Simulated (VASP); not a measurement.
# Mg2Si3N (P6/mmm) in VASP: further runs

The runs below take Mg2Si3N through single point, with PBE.

Everything below comes from runs of VASP 6.6.1. Logs are shortened: lines on timing, memory, paths and dates and some standing lists are left out, and cuts for length are marked.

**1. The cell of the first run**

It takes space group P6/mmm (No. 191, hexagonal). The conventional cell has a = 4.409 Å, b = 4.409 Å, c = 5.537 Å, α = 90.00°, β = 90.00°, γ = 120.00°. Within 1.8 Å of Mg (site symmetry 6mm) lie 1 N at 1.31 Å. Within 2.9 Å of Si (site symmetry mmm) lie 4 Si at 2.20 Å and 4 Mg at 2.64 Å. Within 1.8 Å of N (site symmetry 6/mmm) lie 2 Mg at 1.31 Å.

**2. Single point, PBE, collinear spin, ferromagnetic start**

File INCAR:

```
PREC = Accurate
ENCUT = 520
EDIFF = 1E-7
ISMEAR = 0
SIGMA = 0.1
LREAL = F
LASPH = T
NELM = 150
ALGO = Normal
ISIF = 2
LWAVE = F
LCHARG = F
ISPIN = 2
MAGMOM = 0 0 0 0 0 1
LORBIT = 11
GGA = PE
NBANDS = 24
```

File KPOINTS:

```
regular mesh
0
Gamma
  6 6 4
```

File POSCAR:

```
Mg2Si3N
1.0
    4.4092767100      0.0000000000      0.0000000000
   -2.2046383600      3.8185456400      0.0000000000
    0.0000000000      0.0000000000      5.5373542800
Mg Si N
2 3 1
Direct
    0.0000000000      0.0000000000      0.2626454600
    0.0000000000      0.0000000000      0.7373545400
    0.5000000000      0.0000000000      0.0000000000
    0.0000000000      0.5000000000      0.0000000000
    0.5000000000      0.5000000000      0.0000000000
    0.0000000000      0.0000000000      0.5000000000
```

Potentials or basis: VASP PAW PBE potentials, release 64 (Mg, Si, N).

Started as:

```sh
$ cat potpaw_PBE.64/Mg/POTCAR potpaw_PBE.64/Si/POTCAR potpaw_PBE.64/N/POTCAR > POTCAR
$ mpirun -np 1 vasp_std > vasp.out
```

OUTCAR:

```text
PREC = Accurate
   ENCUT = 520
   EDIFF = 1E-7
   ISMEAR = 0
   LREAL = F
   LASPH = T
   NELM = 150
   ISIF = 2
   ISPIN = 2
   LORBIT = 11
   GGA = PE

 ion  position               nearest neighbor table
   1  0.000  0.000  0.263-   6 1.31   2 2.63   5 2.64   5 2.64   4 2.64   4 2.64   3 2.64   3 2.64
                             2 2.91
   2  0.000  0.000  0.737-   6 1.31   1 2.63   5 2.64   5 2.64   4 2.64   4 2.64   3 2.64   3 2.64
                             1 2.91
   3  0.500  0.000  0.000-   4 2.20   4 2.20   5 2.20   5 2.20   1 2.64   1 2.64   2 2.64   2 2.64

   4  0.000  0.500  0.000-   3 2.20   3 2.20   5 2.20   5 2.20   1 2.64   2 2.64   1 2.64   2 2.64

   5  0.500  0.500  0.000-   3 2.20   3 2.20   4 2.20   4 2.20   1 2.64   2 2.64   1 2.64   2 2.64

   6  0.000  0.000  0.500-   1 1.31   2 1.31

 -----------------------------------------------------------------------------
|                                                                             |
|           W    W    AA    RRRRR   N    N  II  N    N   GGGG   !!!           |
|           W    W   A  A   R    R  NN   N  II  NN   N  G    G  !!!           |
|           W    W  A    A  R    R  N N  N  II  N N  N  G       !!!           |
|           W WW W  AAAAAA  RRRRR   N  N N  II  N  N N  G  GGG   !            |
|           WW  WW  A    A  R   R   N   NN  II  N   NN  G    G                |
|           W    W  A    A  R    R  N    N  II  N    N   GGGG   !!!           |
|                                                                             |
|     The distance between some ions is very small. Please check the          |
|     nearest-neighbor list in the OUTCAR file.                               |
|     I HOPE YOU KNOW WHAT YOU ARE DOING!                                     |
|                                                                             |
 -----------------------------------------------------------------------------

  LATTYP: Found a hexagonal cell.
 ALAT       =     4.4092767100
 C/A-ratio  =     1.2558418635

  Lattice vectors:

 A1 = (   4.4092767100,   0.0000000000,   0.0000000000)
 A2 = (  -2.2046383600,   3.8185456400,   0.0000000000)
 A3 = (   0.0000000000,   0.0000000000,   5.5373542800)

Analysis of symmetry for initial positions (statically):
=====================================================================
 Subroutine PRICEL returns:
 Original cell was already a primitive cell.

 Routine SETGRP: Setting up the symmetry group for a
 hexagonal supercell.

 Subroutine GETGRP returns: Found 24 space group operations
 (whereof 24 operations were pure point group operations)
 out of a pool of 24 trial point group operations.

The static configuration has the point symmetry D_6h.

Analysis of symmetry for dynamics (positions and initial velocities):
=====================================================================
 Subroutine PRICEL returns:
 Original cell was already a primitive cell.

 Routine SETGRP: Setting up the symmetry group for a
 hexagonal supercell.

 Subroutine GETGRP returns: Found 24 space group operations
 (whereof 24 operations were pure point group operations)
 out of a pool of 24 trial point group operations.

The dynamic configuration has the point symmetry D_6h.

Analysis of structural, dynamic, and magnetic symmetry:
=====================================================================
 Subroutine PRICEL returns:
 Original cell was already a primitive cell.

 Routine SETGRP: Setting up the symmetry group for a
 hexagonal supercell.

 Subroutine GETGRP returns: Found 24 space group operations
 (whereof 24 operations were pure point group operations)
 out of a pool of 24 trial point group operations.

The overall configuration has the point symmetry D_6h.

 Subroutine INISYM returns: Found 24 space group operations
 (whereof 24 operations are pure point group operations),
 and found     1 'primitive' translations

----------------------------------------------------------------------------------------

                                     Primitive cell

  volume of cell :      93.2326

  direct lattice vectors                    reciprocal lattice vectors
     4.409276710  0.000000000  0.000000000     0.226794566  0.130939904  0.000000000
    -2.204638360  3.818545640  0.000000000     0.000000000  0.261879808  0.000000000
     0.000000000  0.000000000  5.537354280     0.000000000  0.000000000  0.180591660

  length of vectors
     4.409276710  4.409276710  5.537354280     0.261879808  0.261879808  0.180591660
[... 75 lines left out ...]
 SYSTEM =  unknown system
   PREC   = accura    normal or accurate (medium, high low for compatibility)
   ISTART =      0    job   : 0-new  1-cont  2-samecut
   ICHARG =      2    charge: 1-file 2-atom 10-const
   ISPIN  =      2    spin polarized calculation?
   LNONCOLLINEAR =      F non collinear calculations
   LSORBIT =      F    spin-orbit coupling
   LASPH  =      T    aspherical Exc in radial PAW
   ENCUT  =  520.0 eV  38.22 Ry    6.18 a.u.   8.20  8.20 10.30*2*pi/ulx,y,z
   NELM   =    150;   NELMIN=  2; NELMDL= -5     # of ELM steps
   EDIFF  = 0.1E-06   stopping-criterion for ELM
   LREAL  =      F    real-space projection
   EDIFFG = 0.1E-05   stopping-criterion for IOM
   NSW    =      0    number of steps for IOM
   IBRION =     -1    ionic relax: 0-MD 1-quasi-New 2-CG
   NFREE  =      0    steps in history (QN), initial steepest desc. (CG)
   ISIF   =      2    stress and relaxation
   ISYM   =      2    0-nonsym 1-usesym 2-fastsym
   POTIM  = 0.5000    time-step for ionic-motion
   TEBEG  =    0.0;   TEEND  =   0.0 temperature during run
   PSTRESS=    0.0 pullay stress
   NELECT =      21.0000    total number of electrons
   NUPDOWN=      -1.0000    fix difference up-down
   EMIN   =  10.00;   EMAX   =-10.00  energy-range for DOS
   EFERMI =   0.00;   METHOD = LEGACY
   ISMEAR =     0;   SIGMA  =   0.10  broadening in eV -4-tet -1-fermi 0-gaus
   EFERMI_NEDOS =   21; number of points for ismear=-14 and -15
   IALGO  =     38    algorithm
   IMIX   =      4    mixing-type and parameters
     AMIX     =   0.40;   BMIX     =  1.00
     AMIX_MAG =   1.60;   BMIX_MAG =  1.00
  volume/ion in A,a.u.               =      15.54       104.86
  Fermi-wavevector in a.u.,A,eV,Ry     =   0.996075  1.882309 13.499230  0.992165
  Thomas-Fermi vector in A             =   2.128139
   LORBIT       =     11    0 simple, 1 ext, 2 COOP (PROOUT), +10 PAW based schemes
   GGA     = PE    functional components
   LHFCALC =     F    Hartree Fock is set to
   AEXX    =    0.0000 exact exchange contribution
   IVDW    =     0    specifies the selected vdW correction
   LEPSILON=     F    determine dielectric tensor
   LRPA    =     F    only Hartree local field effects (RPA)
 spin polarized calculation
 Gauss-broadening in eV      SIGMA  =   0.10
  energy-cutoff  :      520.00
  volume of cell :       93.23
 maximum number of plane-waves:      2538
 NGX is ok and might be reduce to    36
   NGX = 17   NGY = 17   NGZ = 21

 number of electron      21.0000002 magnetization       0.0000015

 number of electron      21.0000002 magnetization      -0.0000029

 Free energy of the ion-electron system (eV)
  ---------------------------------------------------
  ext. energy  EPLUGINS =         0.00000000
  ---------------------------------------------------
  free energy    TOTEN  =        -6.48432678 eV

  energy without entropy =       -6.45528654  energy(sigma->0) =       -6.46980666

 E-fermi :   5.0880     XC(G=0):  -9.3864

 val. band max:        5.0600867221   @ k =   0.3333   0.3333   0.5000
 cond. band min:       5.0903619734   @ k =   0.3333   0.0000   0.2500
 fundamental gap:      0.0302752513
 Fermi energy:         5.0880040660

 spin component 1

 k-point     1 :       0.0000    0.0000    0.0000
  band No.  band energies     occupation
      1      -8.7078      1.00000
      2      -6.7669      1.00000
      3      -1.5352      1.00000
      4      -0.1532      1.00000
      5       0.9133      1.00000
      6       0.9133      1.00000
[... 514 lines left out ...]
     21      13.6837      0.00000
     22      14.2330      0.00000
 Fermi energy:         5.0880040660

 spin component 2

 k-point     1 :       0.0000    0.0000    0.0000
  band No.  band energies     occupation
      1      -8.7078      1.00000
      2      -6.7669      1.00000
      3      -1.5352      1.00000
      4      -0.1532      1.00000
      5       0.9133      1.00000
      6       0.9133      1.00000
[... 514 lines left out ...]
     21      13.6837      0.00000
     22      14.2330      0.00000
 [bands above 22 left out]

------------------------ aborting loop because EDIFF is reached ----------------------------------------

  FORCE on cell =-STRESS in cart. coord.  units (eV):
  Direction    XX          YY          ZZ          XY          YZ          ZX
  --------------------------------------------------------------------------------------
  -------------------------------------------------------------------------------------
  Total       19.3098917     19.3098917    102.8720017     -0.0000000      0.0000000     -0.0000000
  in kB      331.8354420    331.8354415   1767.8284637     -0.0000004      0.0000000     -0.0000000
  external PRESSURE =     810.4997824 kB  Pullay stress =       0.0000000 kB

 VOLUME and BASIS-vectors are now :
 -----------------------------------------------------------------------------
  energy-cutoff  :      520.00
  volume of cell :       93.23
      direct lattice vectors                 reciprocal lattice vectors
     4.409276710  0.000000000  0.000000000     0.226794566  0.130939904  0.000000000
    -2.204638360  3.818545640  0.000000000     0.000000000  0.261879808  0.000000000
     0.000000000  0.000000000  5.537354280     0.000000000  0.000000000  0.180591660

 POSITION                                       TOTAL-FORCE (eV/Angst)
 -----------------------------------------------------------------------------------
      0.00000      0.00000      1.45436        -0.000000      0.000000    -33.267112
      0.00000      0.00000      4.08299         0.000000     -0.000000     33.267112
      2.20464      0.00000      0.00000        -0.000000      0.000000      0.000000
     -1.10232      1.90927      0.00000        -0.000000      0.000000      0.000000
      1.10232      1.90927      0.00000        -0.000000      0.000000      0.000000
      0.00000      0.00000      2.76868        -0.000000      0.000000      0.000000
 -----------------------------------------------------------------------------------
    total drift:                                0.000000      0.000000     -0.000000

  FREE ENERGIE OF THE ION-ELECTRON SYSTEM (eV)
  ---------------------------------------------------
  free  energy   TOTEN  =        -6.4843267827 eV

  energy  without entropy=       -6.4552865430  energy(sigma->0) =       -6.46980666

 total charge

# of ion       s       p       d       tot
------------------------------------------
    1        0.390   0.427   0.307   1.124
    2        0.390   0.427   0.307   1.124
    3        0.801   1.028   0.000   1.829
    4        0.801   1.028   0.000   1.829
    5        0.801   1.028   0.000   1.829
    6        1.377   2.690   0.000   4.066
--------------------------------------------------
tot          4.560   6.626   0.614  11.800

 magnetization (x)

# of ion       s       p       d       tot
------------------------------------------
    1        0.000   0.000   0.000   0.000
    2        0.000   0.000   0.000   0.000
    3        0.000  -0.000   0.000   0.000
    4        0.000  -0.000   0.000   0.000
    5        0.000  -0.000   0.000   0.000
    6       -0.000   0.000   0.000   0.000
--------------------------------------------------
tot          0.000   0.000   0.000   0.000
```

Wall time 2.3 min (1 thread of Intel Xeon 6975P-C, shared host); peak memory 0.31 GiB.

Results:

- Free energy: -6.4843 eV
- Pressure: 81.0 GPa
- Largest force: 33.267 eV/Å
- Net moment: 0.00 μB per cell
- Valence electrons inside the program's atomic spheres: Mg 1.12; Si 1.83; N 4.07

Forces on the atoms (eV/Å):
```
Mg    0.000   0.000 -33.267
Mg    0.000   0.000  33.267
Si    0.000   0.000   0.000
Si    0.000   0.000   0.000
Si    0.000   0.000   0.000
N     0.000   0.000   0.000
```

Stress tensor (GPa, compression positive):
```
 33.18   0.00   0.00
  0.00  33.18   0.00
  0.00   0.00 176.78
```

Levels at points of the mesh, in eV from the Fermi level:
Spin up:
```csv
k point,band 8,band 9,band 10,band 11,band 12,band 13,band 14,band 15
"(0.00, 0.00, 0.00)",-3.42,-1.72,-1.72,-0.36,0.29,1.86,3.17,3.17
"(0.50, 0.00, 0.00)",-2.46,-1.86,0.28,1.44,1.55,1.71,3.58,4.15
"(0.00, 0.00, 0.50)",-3.38,-1.90,-1.90,-1.30,0.65,2.84,2.84,3.99
"(0.50, 0.00, 0.50)",-2.15,-1.20,0.02,1.46,1.62,2.00,3.50,4.41
```
Spin down:
```tsv
k point	band 9	band 10	band 11	band 12	band 13	band 14
(0.00, 0.00, 0.00)	-1.72	-1.72	-0.36	0.29	1.86	3.17
(0.50, 0.00, 0.00)	-1.86	0.28	1.44	1.55	1.71	3.58
(0.00, 0.00, 0.50)	-1.90	-1.90	-1.30	0.65	2.84	2.84
(0.50, 0.00, 0.50)	-1.20	0.02	1.46	1.62	2.00	3.50
```

Caveat: forces of over 1 eV/Å act on the atoms, so gaps and moduli don't describe the material at rest.

**3. Single point, PBE, collinear spin, ferromagnetic start**

This run uses another cell than the first one, of 25.08 Å³/atom, 1.614 times its volume.

File INCAR:

```
SYSTEM = Mg2Si3N
PREC = Accurate
ENCUT = 520
EDIFF = 1E-6
ISMEAR = 0
SIGMA = 0.1
LREAL = .False.
LASPH = .True.
NELM = 150
ALGO = Normal
ISIF = 2
LWAVE = .False.
LCHARG = .False.
ISPIN = 2
MAGMOM = 0 0 0 0 0 1
LORBIT = 11
GGA = PE
NBANDS = 24
```

File KPOINTS:

```
Automatic mesh
0
Gamma
  6 6 4
  0 0 0
```

File POSCAR:

```
Mg2Si3N
1.0
    4.8956188975      0.0000000032      0.0000000000
   -2.4478094515      4.2397303309      0.0000000000
    0.0000000000      0.0000000000      7.2498743811
Mg Si N
2 3 1
Direct
    0.0000000000      0.0000000000      0.2304689314
    0.0000000000      0.0000000000      0.7695310686
    0.5000000000      0.0000000000      0.0000000000
    0.0000000000      0.5000000000      0.0000000000
    0.5000000000      0.5000000000      0.0000000000
    0.0000000000      0.0000000000      0.5000000000
```

Potentials or basis: VASP PAW PBE potentials, release 64 (Mg, Si, N).

Started as:

```sh
$ cat potpaw_PBE.64/Mg/POTCAR potpaw_PBE.64/Si/POTCAR potpaw_PBE.64/N/POTCAR > POTCAR
$ mpirun -np 1 vasp_std > vasp.out
```

Run time: 3.6 min. Hardware: 1 thread of Intel Xeon 6975P-C, shared host; peak memory 0.36 GiB.

The run converged. Its results:

```
Free energy                                           : -23.5388 eV
Pressure                                              : -0.1 GPa
Largest force                                         : 0.035 eV/Å
Net moment                                            : 1.24 μB per cell
Site moments                                          : Mg -0.01; Si +0.01; N +0.81 μB
Valence electrons inside the program's atomic spheres : Mg 0.36; Si 1.62; N 3.53
```

Forces on the atoms (eV/Å):
```
Mg   0.000  0.000 -0.035
Mg   0.000  0.000  0.035
Si   0.000  0.000  0.000
Si   0.000  0.000  0.000
Si   0.000  0.000  0.000
N    0.000  0.000  0.000
```

Levels at points of the mesh, in eV from the Fermi level:
Spin up:
```
           k point  band 7  band 8  band 9  band 10  band 11  band 12  band 13  band 14  band 15  band 16
(0.00, 0.00, 0.00)   -3.35   -3.35   -2.14    -1.59    -1.59    -0.31     1.61     2.28     2.28     3.81
(0.50, 0.00, 0.00)   -2.63   -1.98   -1.68    -1.23     1.05     1.19     1.48     2.87     2.93     3.03
(0.00, 0.00, 0.50)   -3.33   -3.33   -2.85    -1.65    -1.65    -0.01     2.24     2.24     2.93     3.93
(0.50, 0.00, 0.50)   -2.52   -1.91   -1.75    -1.51     1.20     1.22     1.43     2.66     2.87     3.00
```
Spin down:
```csv
k point,band 6,band 7,band 8,band 9,band 10,band 11,band 12,band 13,band 14,band 15
"(0.00, 0.00, 0.00)",-3.97,-3.34,-3.34,-1.63,-0.29,0.34,0.34,1.69,2.25,2.25
"(0.50, 0.00, 0.00)",-2.83,-2.66,-1.00,-0.36,0.21,1.01,1.20,1.56,2.87,2.93
"(0.00, 0.00, 0.50)",-3.97,-3.33,-3.33,-2.39,0.06,0.24,0.24,2.21,2.21,2.96
"(0.50, 0.00, 0.50)",-2.80,-1.98,-1.93,-0.09,0.13,1.20,1.42,1.47,2.64,2.87
```
